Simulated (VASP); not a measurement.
# GaN (gw) (F-43m) in VASP: single point with PBE

Aim: the single point of GaN (gw) with PBE.

Everything below comes from runs of VASP 6.6.1. Logs are shortened: lines on timing, memory, paths and dates and some standing lists are left out, and cuts for length are marked.

## Step 1: The cell of the first run

Symmetry: F-43m, No. 216, cubic system. Conventional cell: a = 4.498 Å, b = 4.498 Å, c = 4.498 Å, α = 90.00°, β = 90.00°, γ = 90.00°. Within 2.6 Å of Ga (site symmetry -43m) lie 4 N at 1.95 Å. N (site symmetry -43m) has 4 Ga at 1.95 Å within 2.6 Å.

## Step 2: Single point, PBE

Contents of INCAR:

```
PREC     = Accurate       # precision mode
ENCUT    = 600            # plane-wave cutoff, eV
EDIFF    = 1E-6           # SCF threshold, eV
ISMEAR   = 0              # smearing method
SIGMA    = 0.01           # smearing width, eV
LREAL    = False          # projectors in reciprocal space
LASPH    = True           # aspherical terms in the spheres
NELM     = 120            # most SCF steps
ALGO     = Normal         # electronic algorithm
ISIF     = 2              # what is computed and relaxed
LWAVE    = False          # write WAVECAR
LCHARG   = False          # write CHGCAR
GGA      = PE             # functional
NBANDS   = 16             # bands
GGA_COMPAT= False
```

Contents of KPOINTS:

```
Automatic mesh
0
Gamma
  6 6 6
```

Contents of POSCAR:

```
GaN
1.0
    0.0000000000      2.2491150739      2.2491150739
    2.2491150739      0.0000000000      2.2491150739
    2.2491150739      2.2491150739      0.0000000000
Ga N
1 1
Direct
    0.0000000000      0.0000000000      0.0000000000
    0.7500000000      0.7500000000      0.7500000000
```

Potentials or basis: VASP PAW PBE potentials, release 64 (Ga_d, N).

The run is started by

```sh
cat potpaw_PBE.64/Ga_d/POTCAR potpaw_PBE.64/N/POTCAR > POTCAR
mpirun -np 1 vasp_std > vasp.out
```

OUTCAR:

```text
PREC = Accurate
   ENCUT = 600
   EDIFF = 1E-6
   ISMEAR = 0
   LREAL = False
   LASPH = True
   NELM = 120
   ISIF = 2
   GGA = PE

 ion  position               nearest neighbor table
   1  0.000  0.000  0.000-   2 1.95   2 1.95   2 1.95   2 1.95
   2  0.750  0.750  0.750-   1 1.95   1 1.95   1 1.95   1 1.95

  LATTYP: Found a face centered cubic cell.
 ALAT       =     4.4982301478

  Lattice vectors:

 A1 = (   0.0000000000,   2.2491150739,   2.2491150739)
 A2 = (   2.2491150739,   0.0000000000,   2.2491150739)
 A3 = (   2.2491150739,   2.2491150739,   0.0000000000)

Analysis of symmetry for initial positions (statically):
=====================================================================
 Subroutine PRICEL returns:
 Original cell was already a primitive cell.

 Routine SETGRP: Setting up the symmetry group for a
 face centered cubic supercell.

 Subroutine GETGRP returns: Found 24 space group operations
 (whereof 24 operations were pure point group operations)
 out of a pool of 48 trial point group operations.

The static configuration has the point symmetry T_d .

Analysis of symmetry for dynamics (positions and initial velocities):
=====================================================================
 Subroutine PRICEL returns:
 Original cell was already a primitive cell.

 Routine SETGRP: Setting up the symmetry group for a
 face centered cubic supercell.

 Subroutine GETGRP returns: Found 24 space group operations
 (whereof 24 operations were pure point group operations)
 out of a pool of 48 trial point group operations.

The dynamic configuration has the point symmetry T_d .

 Subroutine INISYM returns: Found 24 space group operations
 (whereof 24 operations are pure point group operations),
 and found     1 'primitive' translations

----------------------------------------------------------------------------------------

                                     Primitive cell

  volume of cell :      22.7544

  direct lattice vectors                    reciprocal lattice vectors
     0.000000000  2.249115074  2.249115074    -0.222309657  0.222309657  0.222309657
     2.249115074  0.000000000  2.249115074     0.222309657 -0.222309657  0.222309657
     2.249115074  2.249115074  0.000000000     0.222309657  0.222309657 -0.222309657

  length of vectors
     3.180729041  3.180729041  3.180729041     0.385051620  0.385051620  0.385051620

  position of ions in fractional coordinates (direct lattice)
     0.000000000  0.000000000  0.000000000
     0.750000000  0.750000000  0.750000000

  ion indices of the primitive-cell ions
   primitive index   ion index
                 1           1
                 2           2

----------------------------------------------------------------------------------------

 KPOINTS: Automatic mesh

Automatic generation of k-mesh.
 Grid dimensions read from file:
 generate k-points for:    6    6    6

 Generating k-lattice:

  Cartesian coordinates                     Fractional coordinates (reciprocal lattice)
    -0.037051609  0.037051609  0.037051609     0.166666667  0.000000000  0.000000000
     0.037051609 -0.037051609  0.037051609     0.000000000  0.166666667  0.000000000
     0.037051609  0.037051609 -0.037051609     0.000000000  0.000000000  0.166666667

  Length of vectors
     0.064175270  0.064175270  0.064175270

  Shift w.r.t. Gamma in fractional coordinates (k-lattice)
     0.000000000  0.000000000  0.000000000

 Subroutine IBZKPT returns following result:
 ===========================================

 Found     16 irreducible k-points:

 Following reciprocal coordinates:
            Coordinates               Weight
  0.000000  0.000000  0.000000      1.000000
  0.166667  0.000000  0.000000      8.000000
  0.333333  0.000000  0.000000      8.000000
  0.500000  0.000000  0.000000      4.000000
  0.166667  0.166667  0.000000      6.000000
  0.333333  0.166667  0.000000     24.000000
[... 8 lines left out ...]
 -0.333333  0.333333  0.166667     24.000000
 -0.333333  0.500000  0.166667     12.000000
   k-points           NKPTS =     16   k-points in BZ     NKDIM =     16   number of bands    NBANDS=     16
   number of dos      NEDOS =    301   number of ions     NIONS =      2
   total plane-waves  NPLWV =  21952
   dimension x,y,z NGX =    28 NGY =   28 NGZ =   28
   dimension x,y,z NGXF=    56 NGYF=   56 NGZF=   56
   ions per type =               1   1
   NGX,Y,Z   is equivalent  to a cutoff of  14.63, 14.63, 14.63 a.u.
   NGXF,Y,Z  is equivalent  to a cutoff of  29.27, 29.27, 29.27 a.u.
 SYSTEM =  unknown system
   PREC   = accura    normal or accurate (medium, high low for compatibility)
   ISTART =      0    job   : 0-new  1-cont  2-samecut
   ICHARG =      2    charge: 1-file 2-atom 10-const
   ISPIN  =      1    spin polarized calculation?
   LNONCOLLINEAR =      F non collinear calculations
   LSORBIT =      F    spin-orbit coupling
   LASPH  =      T    aspherical Exc in radial PAW
   ENCUT  =  600.0 eV  44.10 Ry    6.64 a.u.   6.35  6.35  6.35*2*pi/ulx,y,z
   NELM   =    120;   NELMIN=  2; NELMDL= -5     # of ELM steps
   EDIFF  = 0.1E-05   stopping-criterion for ELM
   LREAL  =      F    real-space projection
   EDIFFG = 0.1E-04   stopping-criterion for IOM
   NSW    =      0    number of steps for IOM
   IBRION =     -1    ionic relax: 0-MD 1-quasi-New 2-CG
   NFREE  =      0    steps in history (QN), initial steepest desc. (CG)
   ISIF   =      2    stress and relaxation
   ISYM   =      2    0-nonsym 1-usesym 2-fastsym
   POTIM  = 0.5000    time-step for ionic-motion
   TEBEG  =    0.0;   TEEND  =   0.0 temperature during run
   PSTRESS=    0.0 pullay stress
   NELECT =      18.0000    total number of electrons
   NUPDOWN=      -1.0000    fix difference up-down
   EMIN   =  10.00;   EMAX   =-10.00  energy-range for DOS
   EFERMI =   0.00;   METHOD = LEGACY
   ISMEAR =     0;   SIGMA  =   0.01  broadening in eV -4-tet -1-fermi 0-gaus
   EFERMI_NEDOS =   21; number of points for ismear=-14 and -15
   IALGO  =     38    algorithm
   IMIX   =      4    mixing-type and parameters
     AMIX     =   0.40;   BMIX     =  1.00
     AMIX_MAG =   1.60;   BMIX_MAG =  1.00
  volume/ion in A,a.u.               =      11.38        76.78
  Fermi-wavevector in a.u.,A,eV,Ry     =   1.514063  2.861164 31.189822  2.292387
  Thomas-Fermi vector in A             =   2.623771
   LORBIT       =      0    0 simple, 1 ext, 2 COOP (PROOUT), +10 PAW based schemes
   GGA     = PE    functional components
   LHFCALC =     F    Hartree Fock is set to
   AEXX    =    0.0000 exact exchange contribution
   IVDW    =     0    specifies the selected vdW correction
   LEPSILON=     F    determine dielectric tensor
   LRPA    =     F    only Hartree local field effects (RPA)
 non-spin polarized calculation
 Gauss-broadening in eV      SIGMA  =   0.01
  energy-cutoff  :      600.00
  volume of cell :       22.75
 maximum number of plane-waves:       769
 NGX is ok and might be reduce to    28
   NGX = 13   NGY = 13   NGZ = 13

 number of electron      18.0000005 magnetization

 Free energy of the ion-electron system (eV)
  ---------------------------------------------------
  ext. energy  EPLUGINS =         0.00000000
  ---------------------------------------------------
  free energy    TOTEN  =       -12.13539438 eV

  energy without entropy =      -12.13539438  energy(sigma->0) =      -12.13539438

 E-fermi :   5.4040     XC(G=0): -11.6972

 val. band max:        5.3498628571   @ k =   0.0000   0.0000   0.0000
 cond. band min:       7.1100681527   @ k =   0.0000   0.0000   0.0000
 fundamental gap:      1.7602052956
 Fermi energy:         5.4040481890

 k-point     1 :       0.0000    0.0000    0.0000
  band No.  band energies     occupation
      1     -10.6358      2.00000
      2      -8.1019      2.00000
      3      -8.1019      2.00000
      4      -8.1019      2.00000
      5      -7.7763      2.00000
      6      -7.7763      2.00000
[... 8 lines left out ...]
     15      24.2457      0.00000
     16      24.2457      0.00000

 k-point     2 :       0.1667    0.0000    0.0000
  band No.  band energies     occupation
      1     -10.3480      2.00000
      2      -8.0674      2.00000
      3      -8.0674      2.00000
      4      -7.9757      2.00000
      5      -7.7778      2.00000
      6      -7.7778      2.00000
[... 8 lines left out ...]
     15      22.2974      0.00000
     16      22.2974      0.00000

 k-point     3 :       0.3333    0.0000    0.0000
  band No.  band energies     occupation
      1      -9.8662      2.00000
      2      -8.0215      2.00000
      3      -8.0215      2.00000
      4      -7.7552      2.00000
      5      -7.7552      2.00000
      6      -7.3141      2.00000
[... 8 lines left out ...]
     15      23.0679      0.00000
     16      23.0679      0.00000

 k-point     4 :       0.5000    0.0000    0.0000
  band No.  band energies     occupation
      1      -9.7089      2.00000
      2      -8.0128      2.00000
      3      -8.0128      2.00000
      4      -7.7285      2.00000
      5      -7.7285      2.00000
      6      -6.5303      2.00000
[... 8 lines left out ...]
     15      25.0806      0.00000
     16      25.0807      0.00000
[... 172 lines left out ...]
 k-point    14 :       0.5000    0.3333    0.1667
  band No.  band energies     occupation
      1      -9.6404      2.00000
      2      -7.9646      2.00000
      3      -7.9434      2.00000
      4      -7.8361      2.00000
      5      -7.7390      2.00000
      6      -6.6610      2.00000
[... 8 lines left out ...]
     15      25.3012      0.00000
     16      27.8462      0.00000

 k-point    15 :      -0.3333    0.3333    0.1667
  band No.  band energies     occupation
      1      -9.5665      2.00000
      2      -7.9790      2.00000
      3      -7.9120      2.00000
      4      -7.7999      2.00000
      5      -7.7529      2.00000
      6      -6.0333      2.00000
[... 8 lines left out ...]
     15      24.2871      0.00000
     16      28.2524      0.00000

 k-point    16 :      -0.3333    0.5000    0.1667
  band No.  band energies     occupation
      1      -9.5314      2.00000
      2      -7.9699      2.00000
      3      -7.8946      2.00000
      4      -7.7848      2.00000
      5      -7.7361      2.00000
      6      -5.8867      2.00000
[... 8 lines left out ...]
     15      26.0748      0.00000
     16      28.4682      0.00000

------------------------ aborting loop because EDIFF is reached ----------------------------------------

  FORCE on cell =-STRESS in cart. coord.  units (eV):
  Direction    XX          YY          ZZ          XY          YZ          ZX
  --------------------------------------------------------------------------------------
  -------------------------------------------------------------------------------------
  Total        0.8582016      0.8582016      0.8582016     -0.0000000      0.0000000      0.0000000
  in kB       60.4275367     60.4275367     60.4275367     -0.0000000      0.0000000      0.0000000
  external PRESSURE =      60.4275367 kB  Pullay stress =       0.0000000 kB

 VOLUME and BASIS-vectors are now :
 -----------------------------------------------------------------------------
  energy-cutoff  :      600.00
  volume of cell :       22.75
      direct lattice vectors                 reciprocal lattice vectors
     0.000000000  2.249115074  2.249115074    -0.222309657  0.222309657  0.222309657
     2.249115074  0.000000000  2.249115074     0.222309657 -0.222309657  0.222309657
     2.249115074  2.249115074  0.000000000     0.222309657  0.222309657 -0.222309657

 POSITION                                       TOTAL-FORCE (eV/Angst)
 -----------------------------------------------------------------------------------
      0.00000      0.00000      0.00000        -0.000000     -0.000000     -0.000000
      3.37367      3.37367      3.37367         0.000000      0.000000      0.000000
 -----------------------------------------------------------------------------------
    total drift:                               -0.000000     -0.000000     -0.000000

  FREE ENERGIE OF THE ION-ELECTRON SYSTEM (eV)
  ---------------------------------------------------
  free  energy   TOTEN  =       -12.1353943783 eV

  energy  without entropy=      -12.1353943783  energy(sigma->0) =      -12.13539438
```

It used 27 s of CPU time on 1 thread of AMD EPYC 7R13 Processor (Zen 3), on a shared host.

Results:

* Free energy: -12.1354 eV
* Pressure: 6.0 GPa
* Band gap on the k mesh: 1.76 eV, direct

Levels at points of the mesh, in eV from the valence-band top:
```csv
k point,band 7,band 8,band 9,band 10,band 11,band 12
"(0.00, 0.00, 0.00)",0.00,0.00,0.00,1.76,10.33,10.33
"(0.50, 0.00, 0.00)",-7.08,-0.98,-0.98,4.68,8.76,10.39
"(0.50, 0.50, 0.00)",-6.15,-2.72,-2.72,3.35,6.69,11.75
```

A hybrid or GW would open this gap; PBE tends to underestimate it.
